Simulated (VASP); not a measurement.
# W in VASP: single point with PBEsol

Aim: the single point of W with PBEsol.

Everything below comes from runs of VASP 6.6.1. Logs are shortened: lines on timing, memory, paths and dates and some standing lists are left out, and cuts for length are marked.

## (1) The cell of the first run

The cell holds a slab with vacuum, 5 atoms: a = 2.731 Å, b = 2.731 Å, c = 24.921 Å, α = 90.00°, β = 90.00°, γ = 109.47°.

## (2) Single point, PBEsol

The input, POSCAR:

```
W
1.0
    2.7313605553      0.0000000000      0.0000000000
   -0.9104535184      2.5751514274      0.0000000000
    0.0000000000      0.0000000000     24.9206000000
W
5
Direct
    0.0000000000      0.0000000000      0.3210198348
    0.5000000000      0.5000000000      0.4105099171
    0.0000000000      0.0000000000      0.5000000000
    0.5000000000      0.5000000000      0.5894900829
    0.0000000000      0.0000000000      0.6789801652
```

The input, INCAR.step1:

```
  PREC = Accurate
  ENCUT = 520
  EDIFF = 1E-6
  ISMEAR = -1
  SIGMA = 0.1
  LREAL = F
  LASPH = T
  NELM = 100
  ALGO = Normal
  ISIF = 2
  LWAVE = F
  LCHARG = T
  LMAXMIX = 4
  LDIPOL = T
  IDIPOL = 3
  DIPOL = 0.5 0.5 0.500
  GGA = PS
  NBANDS = 43
```

The input, KPOINTS.step1:

```
regular mesh
0
Gamma
  14 14 1
```

The input, INCAR.step2:

```
  PREC = Accurate
  ENCUT = 520
  EDIFF = 1E-6
  ISMEAR = -5
  SIGMA = 0.1
  LREAL = F
  LASPH = T
  NELM = 100
  ALGO = Normal
  ISIF = 2
  LWAVE = F
  LCHARG = F
  LMAXMIX = 4
  LDIPOL = T
  IDIPOL = 3
  DIPOL = 0.5 0.5 0.500
  GGA = PS
  LORBIT = 11
  NEDOS = 1001
  ICHARG = 11
```

The input, KPOINTS.step2:

```
regular mesh
0
Gamma
  21 21 1
```

Potentials or basis: VASP PAW PBE potentials, release 64 (W_sv).

On the command line:

```console
$ cat potpaw_PBE.64/W_sv/POTCAR > POTCAR
$ cp INCAR.step1 INCAR
$ cp KPOINTS.step1 KPOINTS
$ mpirun -np 1 vasp_std > vasp.out
$ cp INCAR.step2 INCAR
$ cp KPOINTS.step2 KPOINTS
$ mpirun -np 1 vasp_std > vasp.out
```

OUTCAR:

```text
PREC = Accurate
   ENCUT = 520
   EDIFF = 1E-6
   ISMEAR = -5
   LREAL = F
   LASPH = T
   NELM = 100
   ISIF = 2
   GGA = PS
   LORBIT = 11
   ICHARG = 11

 ion  position               nearest neighbor table
   1  0.000  0.000  0.321-   2 2.73   2 2.73   2 3.15   2 3.15
   2  0.500  0.500  0.411-   1 2.73   1 2.73   3 2.73   3 2.73   1 3.15   1 3.15   3 3.15   3 3.15

   3  0.000  0.000  0.500-   2 2.73   4 2.73   2 2.73   4 2.73   2 3.15   4 3.15   2 3.15   4 3.15

   4  0.500  0.500  0.589-   5 2.73   5 2.73   3 2.73   3 2.73   5 3.15   5 3.15   3 3.15   3 3.15

   5  0.000  0.000  0.679-   4 2.73   4 2.73   4 3.15   4 3.15

  LATTYP: Found a base centered orthorhombic cell.
 ALAT       =     3.1539035038
 B/A-ratio  =     1.4142135623
 C/A-ratio  =     7.9015099765

  Lattice vectors:

 A1 = (   2.7313605553,   0.0000000000,   0.0000000000)
 A2 = (  -0.9104535184,   2.5751514274,   0.0000000000)
 A3 = (   0.0000000000,   0.0000000000,  24.9206000000)

Analysis of symmetry for initial positions (statically):
=====================================================================
 Subroutine PRICEL returns:
 Original cell was already a primitive cell.

 Routine SETGRP: Setting up the symmetry group for a
 base centered orthorhombic supercell.

 Subroutine GETGRP returns: Found  8 space group operations
 (whereof  8 operations were pure point group operations)
 out of a pool of  8 trial point group operations.

The static configuration has the point symmetry D_2h.

Analysis of symmetry for dynamics (positions and initial velocities):
=====================================================================
 Subroutine PRICEL returns:
 Original cell was already a primitive cell.

 Routine SETGRP: Setting up the symmetry group for a
 base centered orthorhombic supercell.

 Subroutine GETGRP returns: Found  8 space group operations
 (whereof  8 operations were pure point group operations)
 out of a pool of  8 trial point group operations.

The dynamic configuration has the point symmetry D_2h.

 Subroutine INISYM returns: Found  8 space group operations
 (whereof  8 operations are pure point group operations),
 and found     1 'primitive' translations

----------------------------------------------------------------------------------------

                                     Primitive cell

  volume of cell :     175.2832

  direct lattice vectors                    reciprocal lattice vectors
     2.731360555  0.000000000  0.000000000     0.366117903  0.129442226  0.000000000
    -0.910453518  2.575151427  0.000000000     0.000000000  0.388326678  0.000000000
     0.000000000  0.000000000 24.920600000     0.000000000  0.000000000  0.040127445

  length of vectors
     2.731360555  2.731360555 24.920600000     0.388326678  0.388326678  0.040127445

  position of ions in fractional coordinates (direct lattice)
     0.000000000  0.000000000  0.321019835
     0.500000000  0.500000000  0.410509917
     0.000000000  0.000000000  0.500000000
     0.500000000  0.500000000  0.589490083
     0.000000000  0.000000000  0.678980165

  ion indices of the primitive-cell ions
   primitive index   ion index
                 1           1
                 2           2
                 3           3
                 4           4
                 5           5

----------------------------------------------------------------------------------------

 KPOINTS: regular mesh

Automatic generation of k-mesh.
 Grid dimensions read from file:
 generate k-points for:   21   21    1

 Generating k-lattice:

  Cartesian coordinates                     Fractional coordinates (reciprocal lattice)
     0.017434186  0.006163916  0.000000000     0.047619048  0.000000000  0.000000000
     0.000000000  0.018491747  0.000000000     0.000000000  0.047619048  0.000000000
     0.000000000  0.000000000  0.040127445     0.000000000  0.000000000  1.000000000

  Length of vectors
     0.018491747  0.018491747  0.040127445

  Shift w.r.t. Gamma in fractional coordinates (k-lattice)
     0.000000000  0.000000000  0.000000000

 TETIRR: Found    671 inequivalent tetrahedra from     2646

 Subroutine IBZKPT returns following result:
 ===========================================

 Found    121 irreducible k-points:

 Following reciprocal coordinates:
            Coordinates               Weight
  0.000000  0.000000  0.000000      1.000000
  0.047619  0.000000  0.000000      4.000000
  0.095238  0.000000  0.000000      4.000000
  0.142857 -0.000000  0.000000      4.000000
  0.190476  0.000000  0.000000      4.000000
  0.238095 -0.000000  0.000000      4.000000
[... 16 lines left out ...]
 -0.428571  0.047619  0.000000      4.000000
 -0.380952  0.047619  0.000000      4.000000
 [... further k-points ...]
   k-points           NKPTS =    121   k-points in BZ     NKDIM =    121   number of bands    NBANDS=     42
   number of dos      NEDOS =   1001   number of ions     NIONS =      5
   total plane-waves  NPLWV =  76800
   dimension x,y,z NGX =    20 NGY =   20 NGZ =  192
   dimension x,y,z NGXF=    40 NGYF=   40 NGZF=  384
   ions per type =               5
   NGX,Y,Z   is equivalent  to a cutoff of  12.17, 12.17, 12.81 a.u.
   NGXF,Y,Z  is equivalent  to a cutoff of  24.35, 24.35, 25.62 a.u.
 SYSTEM =  unknown system
   PREC   = accura    normal or accurate (medium, high low for compatibility)
   ISTART =      0    job   : 0-new  1-cont  2-samecut
   ICHARG =     11    charge: 1-file 2-atom 10-const
   ISPIN  =      1    spin polarized calculation?
   LNONCOLLINEAR =      F non collinear calculations
   LSORBIT =      F    spin-orbit coupling
   LASPH  =      T    aspherical Exc in radial PAW
   ENCUT  =  520.0 eV  38.22 Ry    6.18 a.u.   5.08  5.08 46.34*2*pi/ulx,y,z
   NELM   =    100;   NELMIN=  2; NELMDL=  0     # of ELM steps
   EDIFF  = 0.1E-05   stopping-criterion for ELM
   LREAL  =      F    real-space projection
   EDIFFG = 0.1E-04   stopping-criterion for IOM
   NSW    =      0    number of steps for IOM
   IBRION =     -1    ionic relax: 0-MD 1-quasi-New 2-CG
   NFREE  =      0    steps in history (QN), initial steepest desc. (CG)
   ISIF   =      2    stress and relaxation
   ISYM   =      2    0-nonsym 1-usesym 2-fastsym
   POTIM  = 0.5000    time-step for ionic-motion
   TEBEG  =    0.0;   TEEND  =   0.0 temperature during run
   PSTRESS=    0.0 pullay stress
   NELECT =      70.0000    total number of electrons
   NUPDOWN=      -1.0000    fix difference up-down
   EMIN   =  10.00;   EMAX   =-10.00  energy-range for DOS
   EFERMI =   0.00;   METHOD = LEGACY
   ISMEAR =    -5;   SIGMA  =   0.10  broadening in eV -4-tet -1-fermi 0-gaus
   EFERMI_NEDOS =   21; number of points for ismear=-14 and -15
   IALGO  =     38    algorithm
   IMIX   =      4    mixing-type and parameters
     AMIX     =   0.40;   BMIX     =  1.00
     AMIX_MAG =   1.60;   BMIX_MAG =  1.00
  volume/ion in A,a.u.               =      35.06       236.57
  Fermi-wavevector in a.u.,A,eV,Ry     =   1.205575  2.278206 19.774844  1.453410
  Thomas-Fermi vector in A             =   2.341267
   LORBIT       =     11    0 simple, 1 ext, 2 COOP (PROOUT), +10 PAW based schemes
   GGA     = PS    functional components
   LHFCALC =     F    Hartree Fock is set to
   AEXX    =    0.0000 exact exchange contribution
   IVDW    =     0    specifies the selected vdW correction
   LEPSILON=     F    determine dielectric tensor
   LRPA    =     F    only Hartree local field effects (RPA)
 non-spin polarized calculation
 Fermi weights with tetrahedron method with Bloechl corrections
  energy-cutoff  :      520.00
  volume of cell :      175.28
 maximum number of plane-waves:      4776

 number of electron      70.0000017 magnetization

 dipolmoment           0.000000      0.000000      0.000000 electrons x Angstroem

 Free energy of the ion-electron system (eV)
  ---------------------------------------------------
  ext. energy  EPLUGINS =         0.00000000
  ---------------------------------------------------
  free energy    TOTEN  =       -65.81696254 eV

  energy without entropy =      -65.81696254  energy(sigma->0) =      -65.81696254

 E-fermi :   2.4594     XC(G=0):  -7.0565

 val. band max:        2.4688754862   @ k =  -0.4762   0.3333   0.0000
 cond. band min:       2.4169781293   @ k =  -0.1905   0.1905   0.0000
 fundamental gap:     -0.0518973569
 Fermi energy:         2.4594368848

 k-point     1 :       0.0000    0.0000    0.0000
  band No.  band energies     occupation
      1     -71.7494      2.00000
      2     -71.7229      2.00000
      3     -71.6331      2.00000
      4     -71.5413      2.00000
      5     -71.5404      2.00000
      6     -36.5261      2.00000
[... 34 lines left out ...]
     41       4.3555      0.00000
     42       4.4786      0.00000

 k-point     2 :       0.0476    0.0000    0.0000
  band No.  band energies     occupation
      1     -71.7473      2.00000
      2     -71.7212      2.00000
      3     -71.6319      2.00000
      4     -71.5399      2.00000
      5     -71.5390      2.00000
      6     -36.5183      2.00000
[... 34 lines left out ...]
     41       4.3911      0.00000
     42       4.4292      0.00000

 k-point     3 :       0.0952    0.0000    0.0000
  band No.  band energies     occupation
      1     -71.7411      2.00000
      2     -71.7162      2.00000
      3     -71.6284      2.00000
      4     -71.5359      2.00000
      5     -71.5351      2.00000
      6     -36.4955      2.00000
[... 897 lines left out ...]
      4     -71.4813      2.00000
      5     -71.4813      2.00000
      6     -36.5565      2.00000
[... 34 lines left out ...]
     41       4.7315      0.00000
     42       4.9149      0.00000

 k-point    24 :      -0.3810    0.0476    0.0000
  band No.  band energies     occupation
      1     -71.6638      2.00000
      2     -71.6557      2.00000
      3     -71.5891      2.00000
      4     -71.4866      2.00000
      5     -71.4866      2.00000
      6     -36.4838      2.00000
[... 34 lines left out ...]
     41       4.6540      0.00000
     42       4.9607      0.00000

 [... further k-points ...]

------------------------ aborting loop because EDIFF is reached ----------------------------------------

 vacuum level on the upper side and lower side of the slab       (xc-potential included)        -0.124        -0.124

  FORCE on cell =-STRESS in cart. coord.  units (eV):
  Direction    XX          YY          ZZ          XY          YZ          ZX
  --------------------------------------------------------------------------------------
  -------------------------------------------------------------------------------------
  Total       -5.3310535     -5.5631101     -2.4806786     -0.3281775      0.0000000      0.0000000
  in kB      -48.7285319    -50.8496462    -22.6746599     -2.9997085      0.0000000      0.0000000
  external PRESSURE =     -40.7509460 kB  Pullay stress =       0.0000000 kB

 VOLUME and BASIS-vectors are now :
 -----------------------------------------------------------------------------
  energy-cutoff  :      520.00
  volume of cell :      175.28
      direct lattice vectors                 reciprocal lattice vectors
     2.731360555  0.000000000  0.000000000     0.366117903  0.129442226  0.000000000
    -0.910453518  2.575151427  0.000000000     0.000000000  0.388326678  0.000000000
     0.000000000  0.000000000 24.920600000     0.000000000  0.000000000  0.040127445

 POSITION                                       TOTAL-FORCE (eV/Angst)
 -----------------------------------------------------------------------------------
      0.00000      0.00000      8.00001         0.000000     -0.000000      0.620849
      0.91045      1.28758     10.23015         0.000000     -0.000000     -0.659516
      0.00000      0.00000     12.46030        -0.000000      0.000000      0.000000
      0.91045      1.28758     14.69045        -0.000000      0.000000      0.659516
      0.00000      0.00000     16.92059        -0.000000      0.000000     -0.620849
 -----------------------------------------------------------------------------------
    total drift:                               -0.000000     -0.000000      0.000000

  FREE ENERGIE OF THE ION-ELECTRON SYSTEM (eV)
  ---------------------------------------------------
  free  energy   TOTEN  =       -65.8169625370 eV

  energy  without entropy=      -65.8169625370  energy(sigma->0) =      -65.81696254

 vacuum level on the upper side and lower side of the slab         7.311         7.311

 total charge

# of ion       s       p       d       tot
------------------------------------------
    1        2.419   6.241   3.314  11.974
    2        2.406   6.339   3.377  12.123
    3        2.405   6.338   3.393  12.136
    4        2.406   6.339   3.377  12.123
    5        2.419   6.241   3.314  11.974
--------------------------------------------------
tot         12.055  31.499  16.776  60.330
```

It took 8.4 min on 1 thread of Intel Xeon 6975P-C (Granite Rapids), shared host; peak memory 0.69 GiB.

Results:

| Item | Value |
| --- | --- |
| Valence electrons inside the program's atomic spheres | W 11.97, 12.12, 12.14 (each value once) |

Levels at points of the mesh, in eV from the Fermi level:
```tsv
k point	band 33	band 34	band 35	band 36	band 37	band 38
(0.00, 0.00, 0.00)	-1.34	-1.31	-0.92	-0.21	0.21	0.56
```

Caveat: the PAW data sets were made with another functional, which shifts forces and pressure a little; spin-orbit coupling is left out, which moves the levels of the heavy elements; tetrahedron occupations give inexact forces and stress in metals.
